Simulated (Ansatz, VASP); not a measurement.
AlCo: VASP beside Ansatz

```
Al Co
1.0
     2.76635    0.00000    0.00000
     0.00000    2.76635    0.00000
     0.00000    0.00000    2.85190
Al Co
1 1
Direct
  0.00000 0.00000 0.00000
  0.50000 0.50000 0.50000
```

Change from the starting cell: strain -0.0300 x Voigt [1, 1, 0, 0, 0, 0], atoms carried along.

Alike in both runs: task single point; functional PBE; k mesh 22 × 22 × 22; occupations gaussian, width 0.15 eV; no spin polarisation.

|  | VASP | Ansatz |
| --- | --- | --- |
| version | VASP 6.6.1 | Ansatz 0.2.0 |
| potentials or method | VASP PAW PBE potentials, release 64 (Al, Co), cutoff 520 eV | scalar-relativistic, plane waves, PAW |
| valence electrons in the cell | 12 | 20 |

Ansatz gave:

| Property | Result |
| --- | --- |
| gap on the k mesh at the Fermi level (eV) | none |
| pressure (GPa) | 12.6 |
| traceless stress, the component that is largest in VASP (GPa) | -3.41 |

Estimate VASP's values.

gap on the k mesh at the Fermi level (eV): none; pressure (GPa): 12.2; traceless stress, the component that is largest in VASP (GPa): -3.39.

A gap of «none» marks a metal or a gap that the smearing closes. The functional is the same, so the differences come from potentials, cutoffs and numerics. VASP's potentials hold 12 valence electrons a cell and Ansatz's 20, so a difference there can come from the potentials and not from the codes.
